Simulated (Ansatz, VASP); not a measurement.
**Ga in VASP and in Ansatz**

File POSCAR:

```
Ga
1.0
    2.2318501700     -3.7932285796      0.0000000000
    2.2318501700      3.7932285796      0.0000000000
    0.0000000000      0.0000000000      4.5346411306
Ga
4
Direct
    0.8442341977      0.1557658023      0.0855794111
    0.6557658023      0.3442341977      0.5855794111
    0.1557658023      0.8442341977      0.9144205889
    0.3442341977      0.6557658023      0.4144205889
```

The input INCAR.step1:

```
SYSTEM = Ga
ALGO = Normal
EDIFF = 1E-4
ENCUT = 520
GGA = PE
ISMEAR = -1
LASPH = .True.
LCHARG = .False.
LREAL = .False.
LWAVE = .True.
NBANDS = 34
NELM = 60
PREC = Accurate
SIGMA = 0.1
```

File INCAR.step2:

```
SYSTEM = Ga
ALGO = Normal
EDIFF = 1E-6
ENCUT = 520
ISIF = 2
ISMEAR = -1
ISTART = 1
LASPH = .True.
LCHARG = .False.
LMIXTAU = .True.
LREAL = .False.
LWAVE = .False.
METAGGA = R2SCAN
NBANDS = 34
NELM = 60
PREC = Accurate
SIGMA = 0.1
```

File KPOINTS:

```
k-points
0
Gamma
  7 7 6
  0 0 0
```

Input for Ansatz:

```yaml
crystal:
  lattice:
    - [2.23185017, -3.7932285796, 0.0]
    - [2.23185017, 3.7932285796, 0.0]
    - [0.0, 0.0, 4.5346411306]
  atoms:
    - { symbol: Ga, position: [0.8442341977, 0.1557658023, 0.0855794111] }
    - { symbol: Ga, position: [0.6557658023, 0.3442341977, 0.5855794111] }
    - { symbol: Ga, position: [0.1557658023, 0.8442341977, 0.9144205889] }
    - { symbol: Ga, position: [0.3442341977, 0.6557658023, 0.4144205889] }
hamiltonian:
  xc: r2scan
  pseudopotentials:
    kind: paw
    azcp:
      Ga: "pseudopotentials/Ga.paw.azcp"
basis:
  ecutwfc: 500
  fft_grid_basis: typed
kpoints:
  mp_grid: { grid: [7, 7, 6], shift: [0, 0, 0] }
magnetization:
  spin_polarized: false
scf:
  occupations: { method: fermi_dirac, width: 0.1 }
  lower_state_search: "off"
output:
  stress: true
  write_density: true
  write_potential: true
  elf: true
  volumetric_format: npy
```

Alike in both runs: task single point; functional r2SCAN; k mesh 7 × 7 × 6; occupations fermi-dirac, width 0.1 eV; no spin polarisation.

|  | VASP | Ansatz |
| --- | --- | --- |
| version | VASP 6.6.1 | Ansatz 0.2.0 |
| potentials or method | VASP PAW PBE potentials, release 64 (Ga_d), cutoff 520 eV | plane waves (500 eV) with PAW, scalar-relativistic |
| valence electrons in the cell | 52 | 52 |

```tsv
	VASP	Ansatz	Ansatz less VASP
pressure (GPa)	0.1	-0.1	-0.14
traceless stress, the component that is largest in VASP (GPa)	-0.49	-0.53	-0.045
```

VASP's potentials were made for PBE, not for r2SCAN.
